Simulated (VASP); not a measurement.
# InP (F-43m) in VASP: settings compared, part 2 of 2

VASP 6.6.1. Earlier steps stand in the parts before.

## Step 5: Single point, HSE06

This run uses another cell than the first one, of 25.77 Å³/atom.

The input, POSCAR:

```
InP
1.0
    0.0000000000      2.9537876348      2.9537876348
    2.9537876348      0.0000000000      2.9537876348
    2.9537876348      2.9537876348      0.0000000000
In P
1 1
Direct
    0.0000000000      0.0000000000      0.0000000000
    0.2500000000      0.2500000000      0.2500000000
```

The input, INCAR.step1:

```
PREC = Accurate
ENCUT = 520
EDIFF = 1E-5
ISMEAR = 0
SIGMA = 0.01
LREAL = False
LASPH = True
NELM = 100
ALGO = Normal
ISIF = 2
LWAVE = True
LCHARG = False
NBANDS = 16
GGA = PE
```

The input, INCAR.step2:

```
PREC = Accurate
ENCUT = 520
EDIFF = 1E-6
ISMEAR = 0
SIGMA = 0.01
LREAL = False
LASPH = True
NELM = 100
ALGO = Normal
ISIF = 2
LWAVE = False
LCHARG = False
GGA = PE
LHFCALC = True
HFSCREEN = 0.2079
PRECFOCK = Normal
NBANDS = 16
ISTART = 1
```

The input, KPOINTS:

```
Automatic mesh
0
Gamma
  6 6 6
```

Potentials or basis: VASP PAW PBE potentials, release 64 (In_d, P).

Launch:

```bash
$ cat potpaw_PBE.64/In_d/POTCAR potpaw_PBE.64/P/POTCAR > POTCAR
$ cp INCAR.step1 INCAR
$ mpirun -np 1 vasp_std > vasp.out
$ cp INCAR.step2 INCAR
$ mpirun -np 1 vasp_std > vasp.out
```

OUTCAR:

```text
PREC = Accurate
   ENCUT = 520
   EDIFF = 1E-6
   ISMEAR = 0
   LREAL = False
   LASPH = True
   NELM = 100
   ISIF = 2
   GGA = PE
   LHFCALC = True
   HFSCREEN = 0.2079
   PRECFOCK = Normal
   ISTART = 1

 ion  position               nearest neighbor table
   1  0.000  0.000  0.000-   2 2.56   2 2.56   2 2.56   2 2.56
   2  0.250  0.250  0.250-   1 2.56   1 2.56   1 2.56   1 2.56

  LATTYP: Found a face centered cubic cell.
 ALAT       =     5.9075752696

  Lattice vectors:

 A1 = (   0.0000000000,   2.9537876348,   2.9537876348)
 A2 = (   2.9537876348,   0.0000000000,   2.9537876348)
 A3 = (   2.9537876348,   2.9537876348,   0.0000000000)

Analysis of symmetry for initial positions (statically):
=====================================================================
 Subroutine PRICEL returns:
 Original cell was already a primitive cell.

 Routine SETGRP: Setting up the symmetry group for a
 face centered cubic supercell.

 Subroutine GETGRP returns: Found 24 space group operations
 (whereof 24 operations were pure point group operations)
 out of a pool of 48 trial point group operations.
[... 159 lines left out ...]

  energy without entropy =       -9.98565997  energy(sigma->0) =       -9.98565997

 E-fermi :   4.5968     XC(G=0):  -7.6479

 val. band max:        4.5145735683   @ k =   0.0000   0.0000   0.0000
 cond. band min:       5.8682519348   @ k =   0.0000   0.0000   0.0000
 fundamental gap:      1.3536783664
 Fermi energy:         4.5968178977

 k-point     1 :       0.0000    0.0000    0.0000
  band No.  band energies     occupation
      1     -11.3306      2.00000
      2     -11.3306      2.00000
      3     -11.3306      2.00000
      4     -11.1806      2.00000
      5     -11.1806      2.00000
      6      -8.0575      2.00000
[... 281 lines left out ...]
      3     -11.2391      2.00000
      4     -11.2072      2.00000
      5     -11.1614      2.00000
      6      -5.5272      2.00000
[... 8 lines left out ...]
     15      16.9466      0.00000
     16      17.6284      0.00000

------------------------ aborting loop because EDIFF is reached ----------------------------------------

  FORCE on cell =-STRESS in cart. coord.  units (eV):
  Direction    XX          YY          ZZ          XY          YZ          ZX
  --------------------------------------------------------------------------------------
  -------------------------------------------------------------------------------------
  Total       -0.1186200     -0.1186200     -0.1186200      0.0000000      0.0000000     -0.0000000
  in kB       -3.6872346     -3.6872346     -3.6872346      0.0000000      0.0000000     -0.0000000
  external PRESSURE =      -3.6872346 kB  Pullay stress =       0.0000000 kB

 VOLUME and BASIS-vectors are now :
 -----------------------------------------------------------------------------
  energy-cutoff  :      520.00
  volume of cell :       51.54
      direct lattice vectors                 reciprocal lattice vectors
     0.000000000  2.953787635  2.953787635    -0.169274187  0.169274187  0.169274187
     2.953787635  0.000000000  2.953787635     0.169274187 -0.169274187  0.169274187
     2.953787635  2.953787635  0.000000000     0.169274187  0.169274187 -0.169274187

 POSITION                                       TOTAL-FORCE (eV/Angst)
 -----------------------------------------------------------------------------------
      0.00000      0.00000      0.00000         0.000000      0.000000      0.000000
      1.47689      1.47689      1.47689        -0.000000     -0.000000     -0.000000
 -----------------------------------------------------------------------------------
    total drift:                                0.000062      0.000051      0.000036

  FREE ENERGIE OF THE ION-ELECTRON SYSTEM (eV)
  ---------------------------------------------------
  free  energy   TOTEN  =        -9.9856599743 eV

  energy  without entropy=       -9.9856599743  energy(sigma->0) =       -9.98565997
```

OUTCAR.step1:

```text
PREC = Accurate
   ENCUT = 520
   EDIFF = 1E-5
   ISMEAR = 0
   LREAL = False
[... 515 lines left out ...]
      0.00000      0.00000      0.00000        -0.000000     -0.000000     -0.000000
      1.47689      1.47689      1.47689         0.000000      0.000000      0.000000
 -----------------------------------------------------------------------------------
    total drift:                               -0.000000     -0.000000     -0.000000

  FREE ENERGIE OF THE ION-ELECTRON SYSTEM (eV)
  ---------------------------------------------------
  free  energy   TOTEN  =        -8.3886973052 eV

  energy  without entropy=       -8.3886973052  energy(sigma->0) =       -8.38869731
```

OSZICAR.step1:

```text
N       E                     dE             d eps       ncg     rms          rms(c)
DAV:   1     0.114325843416E+03    0.11433E+03   -0.84043E+03   520   0.123E+03
DAV:   2    -0.889466123308E+00   -0.11522E+03   -0.10941E+03   544   0.306E+02
DAV:   3    -0.859475107589E+01   -0.77053E+01   -0.76666E+01   688   0.771E+01
DAV:   4    -0.879582858026E+01   -0.20108E+00   -0.20101E+00   656   0.133E+01
DAV:   5    -0.880493026480E+01   -0.91017E-02   -0.91014E-02   736   0.247E+00    0.548E+00
DAV:   6    -0.841459219894E+01    0.39034E+00   -0.61784E-01   816   0.125E+01    0.328E+00
DAV:   7    -0.838720043128E+01    0.27392E-01   -0.15792E-01   720   0.309E+00    0.123E+00
DAV:   8    -0.838781915645E+01   -0.61873E-03   -0.15353E-02   648   0.145E+00    0.301E-01
DAV:   9    -0.838846498932E+01   -0.64583E-03   -0.13192E-03   616   0.388E-01    0.148E-01
DAV:  10    -0.838861936740E+01   -0.15438E-03   -0.23897E-04   752   0.198E-01    0.917E-02
DAV:  11    -0.838869815327E+01   -0.78786E-04   -0.13436E-04   568   0.102E-01    0.435E-02
DAV:  12    -0.838869730521E+01    0.84806E-06   -0.72972E-06   472   0.239E-02
   1 F= -.83886973E+01 E0= -.83886973E+01  d E =-.329518E-26
```

Wall time 58 min (1 thread of Oxide Virtual Turin-like, shared host); peak memory 0.27 GiB.

What came out:

- Free energy: -9.9857 eV
- Pressure: -0.4 GPa
- Band gap on the k mesh: 1.35 eV

Levels at points of the mesh, in eV from the valence-band top:
```tsv
k point	band 5	band 6	band 7	band 8	band 9	band 10	band 11	band 12	band 13	band 14
(0.00, 0.00, 0.00)	-15.70	-12.57	0.00	0.00	0.00	1.35	4.91	4.91	4.91	9.46
(0.50, 0.00, 0.00)	-15.68	-10.78	-6.11	-1.02	-1.02	2.19	5.65	5.65	7.98	10.45
(0.50, 0.50, 0.00)	-15.66	-10.10	-6.13	-2.45	-2.45	2.40	2.99	10.26	10.74	10.74
```

Caveat: the PAW data sets were made with another functional, which shifts forces and pressure a little; spin-orbit coupling is left out, which moves the levels of the heavy elements.

## Step 6: Single point, HSE06 (strain -1.0%)

The input, POSCAR:

```
InP
1.0
    0.0000000000      2.9242497585      2.9242497585
    2.9242497585      0.0000000000      2.9242497585
    2.9242497585      2.9242497585      0.0000000000
In P
1 1
Direct
    0.0000000000      0.0000000000      0.0000000000
    0.2500000000      0.2500000000      0.2500000000
```

The input, INCAR.step1:

```
SYSTEM = InP
PREC = Accurate
ENCUT = 520
EDIFF = 1E-5
ISMEAR = 0
SIGMA = 0.01
LREAL = .False.
LASPH = .True.
NELM = 80
ALGO = Normal
ISIF = 2
LWAVE = .True.
NBANDS = 16
GGA = PE
```

The input, INCAR.step2:

```
SYSTEM = InP
PREC = Accurate
ENCUT = 520
EDIFF = 1E-6
ISMEAR = 0
SIGMA = 0.01
LREAL = .False.
LASPH = .True.
NELM = 80
ALGO = Normal
ISIF = 2
LWAVE = .False.
LCHARG = .True.
GGA = PE
LHFCALC = .True.
HFSCREEN = 0.2079
PRECFOCK = Normal
LELF = .True.
LVHAR = .True.
NBANDS = 16
ISTART = 1
```

The input, KPOINTS:

```
regular mesh
0
Gamma
  6 6 6
  0 0 0
```

Potentials or basis: VASP PAW PBE potentials, release 64 (In_d, P).

Launch:

```bash
$ cat potpaw_PBE.64/In_d/POTCAR potpaw_PBE.64/P/POTCAR > POTCAR
$ cp INCAR.step1 INCAR
$ mpirun -np 1 vasp_std > vasp.out
$ cp INCAR.step2 INCAR
$ mpirun -np 1 vasp_std > vasp.out
```

It took 60 min on 1 thread of Oxide Virtual Turin-like, shared host; peak memory 0.27 GiB.

It converged, with:

* Free energy: -9.9778 eV
* Pressure: 1.8 GPa
* Band gap on the k mesh: 1.54 eV

Levels at points of the mesh, in eV from the valence-band top:
```tsv
k point	band 7	band 8	band 9	band 10	band 11	band 12
(0.00, 0.00, 0.00)	0.00	0.00	0.00	1.54	4.92	4.92
(0.50, 0.00, 0.00)	-6.28	-1.07	-1.07	2.28	5.66	5.66
(0.50, 0.50, 0.00)	-6.27	-2.56	-2.56	2.35	2.99	10.47
```

Caveat: the cell differs from its parent crystal (strain -1.0%); the PAW data sets were made with another functional, which shifts forces and pressure a little; spin-orbit coupling is left out, which moves the levels of the heavy elements.

## Step 7: Summary

| level | spin | cell | k mesh | smearing | grid for exact exchange (PRECFOCK) | share of exact exchange | screening parameter | gap on the mesh (eV) | pressure (GPa) |
| --- | --- | --- | --- | --- | --- | --- | --- | --- | --- |
| r2SCAN | non-collinear, zero start, SOC | a = 4.136 Å, angles 60.0°, 2 atoms | 8 × 8 × 8 | fermi-dirac 0.02 eV | - | - | - | - | 2.0 |
| HSE06 | off | a = 4.052 Å, angles 60.0°, 2 atoms | 6 × 6 × 6 | gaussian 0.01 eV | Normal | 0.25 | 0.2079 1/Å | 1.91 | 7.2 |
| HSE06 | off | a = 4.219 Å, angles 60.0°, 2 atoms | 6 × 6 × 6 | gaussian 0.01 eV | Normal | 0.25 | 0.2079 1/Å | 1.17 | -2.3 |
| HSE06 | off | a = 4.177 Å, angles 60.0°, 2 atoms | 6 × 6 × 6 | gaussian 0.01 eV | Normal | 0.25 | 0.2079 1/Å | 1.35 | -0.4 |
| HSE06 | off | a = 4.136 Å, angles 60.0°, 2 atoms | 6 × 6 × 6 | gaussian 0.01 eV | Normal | 0.25 | 0.2079 1/Å | 1.54 | 1.8 |

Alike in all rows: task single point; potentials or basis VASP PAW PBE potentials, release 64 (In_d, P); cutoff (eV) 520.

Caveats: the PAW data sets were made with another functional, which shifts forces and pressure a little; spin-orbit coupling is left out, which moves the levels of the heavy elements (at least some runs); the cell stands under pressure (at least some runs).

Total energies depend on the potentials used, so only differences within one code and one set of settings carry meaning.
